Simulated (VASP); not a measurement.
# H3C5 in VASP: notebook, part 3 of 3

VASP 6.6.1. The steps go on from the part before.

## 7. Single point, PBE

File INCAR:

```
PREC = Accurate
ENCUT = 520
EDIFF = 1E-6
ISMEAR = 0
SIGMA = 0.05
LREAL = Auto
LASPH = T
NELM = 100
ALGO = Normal
ISIF = 2
LWAVE = F
LCHARG = F
GGA = PE
NBANDS = 68
```

File KPOINTS:

```
Automatic mesh
0
Gamma
  2 2 1
```

File POSCAR:

```
H3C5
1.0
    5.0487420000      0.0000000000      0.0000000000
    0.0000000000      5.0487420000      0.0000000000
    0.0000000000      0.0000000000     17.1355610000
H C
12 20
Direct
    0.4277867635      0.0000000000      0.0583581711
    0.0722132365      0.0000000000      0.0583581711
    0.9277867635      0.0000000000      0.0583581711
    0.5722132365      0.0000000000      0.0583581711
    0.4277867635      0.5000000000      0.0583581711
    0.0722132365      0.5000000000      0.0583581711
    0.9277867635      0.5000000000      0.0583581711
    0.5722132365      0.5000000000      0.0583581711
    0.7502334245      0.0042323414      0.3591049631
    0.2500807132      0.4961014051      0.3590545416
    0.7501181482      0.4960279214      0.3590986604
    1.2495138393      0.0047869350      0.3591636714
    0.2499999010      0.0000000000      0.0953981022
    0.7499999010      0.0000000000      0.0953981022
    0.2499999010      0.5000000000      0.0953981022
    0.7499999010      0.5000000000      0.0953981022
    0.2499999010      0.2499999010      0.1474828283
    0.7499999010      0.2499999010      0.1474828283
    0.2499999010      0.7499999010      0.1474828283
    0.7499999010      0.7499999010      0.1474828283
   -0.0000021788      0.2500486260      0.1957651109
    0.5000104977      0.2500290171      0.1957839023
   -0.0000013865      0.7500729885      0.2035983532
    0.5000148552      0.7500300075      0.2036047726
    0.0000235702      0.0167073303      0.2525271276
    0.5000182224      0.0166498902      0.2525602167
    0.0000528845      0.4835081690      0.2525106123
    0.5000558555      0.4834701397      0.2525189575
    0.2499878187      0.0884380703      0.2998776054
    0.7500765537      0.0883231902      0.2998717112
    0.2500513989      0.4119037970      0.2998343620
    0.7500725923      0.4118625986      0.2998688517
```

Potentials or basis: VASP PAW PBE potentials, release 64 (H, C).

Launch:

```
$ cat potpaw_PBE.64/H/POTCAR potpaw_PBE.64/C/POTCAR > POTCAR
$ mpirun -np 1 vasp_std > vasp.out
```

OUTCAR:

```text
PREC = Accurate
   ENCUT = 520
   EDIFF = 1E-6
   ISMEAR = 0
   LREAL = Auto
   LASPH = T
   NELM = 100
   ISIF = 2
   GGA = PE

 ion  position               nearest neighbor table
   1  0.428  0.000  0.058-   4 0.73  13 1.10
   2  0.072  0.000  0.058-   3 0.73  13 1.10
   3  0.928  0.000  0.058-   2 0.73  14 1.10
   4  0.572  0.000  0.058-   1 0.73  14 1.10
   5  0.428  0.500  0.058-   8 0.73  15 1.10
   6  0.072  0.500  0.058-   7 0.73  15 1.10
   7  0.928  0.500  0.058-   6 0.73  16 1.10
   8  0.572  0.500  0.058-   5 0.73  16 1.10
   9  0.750  0.004  0.359-  30 1.10
  10  0.250  0.496  0.359-  31 1.10
  11  0.750  0.496  0.359-  32 1.10
  12  0.250  0.005  0.359-  29 1.10
  13  0.250  0.000  0.095-   2 1.10   1 1.10  17 1.55  19 1.55
  14  0.750  0.000  0.095-   4 1.10   3 1.10  18 1.55  20 1.55
  15  0.250  0.500  0.095-   6 1.10   5 1.10  19 1.55  17 1.55
  16  0.750  0.500  0.095-   8 1.10   7 1.10  20 1.55  18 1.55
  17  0.250  0.250  0.147-  21 1.51  22 1.51  13 1.55  15 1.55
  18  0.750  0.250  0.147-  21 1.51  22 1.51  14 1.55  16 1.55
[... 12 lines left out ...]
  31  0.250  0.412  0.300-  10 1.10  28 1.54  27 1.54  29 1.63
  32  0.750  0.412  0.300-  11 1.10  27 1.54  28 1.54  30 1.63

  LATTYP: Found a simple tetragonal cell.
 ALAT       =     5.0487420000
 C/A-ratio  =     3.3940258781

  Lattice vectors:

 A1 = (   5.0487420000,   0.0000000000,   0.0000000000)
 A2 = (   0.0000000000,   5.0487420000,   0.0000000000)
 A3 = (   0.0000000000,   0.0000000000,  17.1355610000)

Analysis of symmetry for initial positions (statically):
=====================================================================
 Subroutine PRICEL returns:
 Original cell was already a primitive cell.

 Routine SETGRP: Setting up the symmetry group for a
 simple tetragonal supercell.

 Subroutine GETGRP returns: Found  1 space group operations
 (whereof  1 operations were pure point group operations)
 out of a pool of 16 trial point group operations.
[... 177 lines left out ...]
  Thomas-Fermi vector in A             =   2.104482
   LORBIT       =      0    0 simple, 1 ext, 2 COOP (PROOUT), +10 PAW based schemes
   GGA     = PE    functional components
   LHFCALC =     F    Hartree Fock is set to
   AEXX    =    0.0000 exact exchange contribution
   IVDW    =     0    specifies the selected vdW correction
   LEPSILON=     F    determine dielectric tensor
   LRPA    =     F    only Hartree local field effects (RPA)
 non-spin polarized calculation
 Gauss-broadening in eV      SIGMA  =   0.05
  energy-cutoff  :      520.00
  volume of cell :      436.78
 maximum number of plane-waves:     11780
 NGX is ok and might be reduce to    40
   NGX = 19   NGY = 19   NGZ = 63

 number of electron      92.0000005 magnetization

 Free energy of the ion-electron system (eV)
  ---------------------------------------------------
  ext. energy  EPLUGINS =         0.00000000
  ---------------------------------------------------
  free energy    TOTEN  =      -210.27342365 eV

  energy without entropy =     -210.27342365  energy(sigma->0) =     -210.27342365

 E-fermi :   1.2892     XC(G=0):  -5.1106

 val. band max:        1.0302068539   @ k =   0.0000   0.5000   0.0000
 cond. band min:       2.8629261552   @ k =   0.0000   0.0000   0.0000
 fundamental gap:      1.8327193013
 Fermi energy:         1.2892383354

 k-point     1 :       0.0000    0.0000    0.0000
  band No.  band energies     occupation
      1     -20.1038      2.00000
      2     -17.9041      2.00000
      3     -15.8914      2.00000
      4     -15.5392      2.00000
      5     -15.5018      2.00000
      6     -15.4952      2.00000
[... 233 lines left out ...]
     57       6.5462      0.00000
     58       6.5465      0.00000
 [bands above 58 left out]

------------------------ aborting loop because EDIFF is reached ----------------------------------------

  FORCE on cell =-STRESS in cart. coord.  units (eV):
  Direction    XX          YY          ZZ          XY          YZ          ZX
  --------------------------------------------------------------------------------------
  -------------------------------------------------------------------------------------
  Total       72.3522561     -6.2239560     -4.3580224     -0.0108721     -0.0522216     -0.0115998
  in kB      265.3982025    -22.8303418    -15.9858362     -0.0398804     -0.1915561     -0.0425498
  external PRESSURE =      75.5273415 kB  Pullay stress =       0.0000000 kB

 VOLUME and BASIS-vectors are now :
 -----------------------------------------------------------------------------
  energy-cutoff  :      520.00
  volume of cell :      436.78
      direct lattice vectors                 reciprocal lattice vectors
     5.048742000  0.000000000  0.000000000     0.198069143  0.000000000  0.000000000
     0.000000000  5.048742000  0.000000000     0.000000000  0.198069143  0.000000000
     0.000000000  0.000000000 17.135561000     0.000000000  0.000000000  0.058358171

 POSITION                                       TOTAL-FORCE (eV/Angst)
 -----------------------------------------------------------------------------------
      2.15978      0.00000      1.00000        -8.956018     -0.043927      0.076763
      0.36459      0.00000      1.00000         8.955823     -0.043968      0.077021
      4.68416      0.00000      1.00000        -8.956103     -0.044011      0.076853
      2.88896      0.00000      1.00000         8.955898     -0.043903      0.076856
      2.15978      2.52437      1.00000        -8.956017      0.044580      0.076821
      0.36459      2.52437      1.00000         8.955910      0.044285      0.076986
[... 24 lines left out ...]
      1.26244      2.07960      5.13783        -0.001701      0.002143      0.011596
      3.78692      2.07939      5.13842        -0.001822      0.001774      0.003229
 -----------------------------------------------------------------------------------
    total drift:                                0.001090     -0.002365     -0.028288

  FREE ENERGIE OF THE ION-ELECTRON SYSTEM (eV)
  ---------------------------------------------------
  free  energy   TOTEN  =      -210.2734236487 eV

  energy  without entropy=     -210.2734236487  energy(sigma->0) =     -210.27342365
```

Wall time 4.5 min (1 thread of Intel Xeon Platinum 8488C (Sapphire Rapids), shared host); peak memory 0.49 GiB.

Results:

```yaml
Free_energy: -210.2734 eV
Largest_force: 8.957 eV/Å
Band_gap_on_the_k_mesh: 1.83 eV
```

Forces on the atoms (eV/Å):
```
H   -8.956 -0.044  0.077
H    8.956 -0.044  0.077
H   -8.956 -0.044  0.077
H    8.956 -0.044  0.077
H   -8.956  0.045  0.077
H    8.956  0.044  0.077
H   -8.956  0.044  0.077
H    8.956  0.045  0.077
H   -0.002 -0.011  0.021
H   -0.001  0.010  0.022
H   -0.001  0.010  0.019
H    0.010 -0.019  0.018
C    0.002 -0.131  0.950
C    0.000 -0.131  0.949
C    0.001  0.131  0.950
C   -0.001  0.131  0.950
C    0.002  0.001 -2.816
C   -0.001  0.001 -2.817
C    0.001  0.006  0.545
C    0.000  0.007  0.545
C    0.002  0.003 -0.001
C    0.002 -0.002 -0.006
C    0.003 -0.001  0.021
C    0.000  0.002  0.022
C    0.000 -0.034 -0.007
C    0.001 -0.033 -0.005
C   -0.005  0.030 -0.002
C    0.001  0.032 -0.003
C   -0.003 -0.005  0.007
C   -0.003 -0.002  0.007
C   -0.002  0.002  0.012
C   -0.002  0.002  0.003
```

Levels at points of the mesh, in eV from the valence-band top:
```tsv
k point	band 44	band 45	band 46	band 47	band 48	band 49
(0.00, 0.00, 0.00)	-2.36	-0.52	-0.03	1.83	2.08	3.37
(0.50, 0.00, 0.00)	-2.27	-2.20	-2.20	3.05	3.05	3.19
(0.00, 0.50, 0.00)	-2.34	-0.24	0.00	2.91	2.92	3.19
(0.50, 0.50, 0.00)	-3.00	-2.48	-2.47	3.99	3.99	4.04
```

Caveat: the k points lie up to 0.62 Å⁻¹ apart.
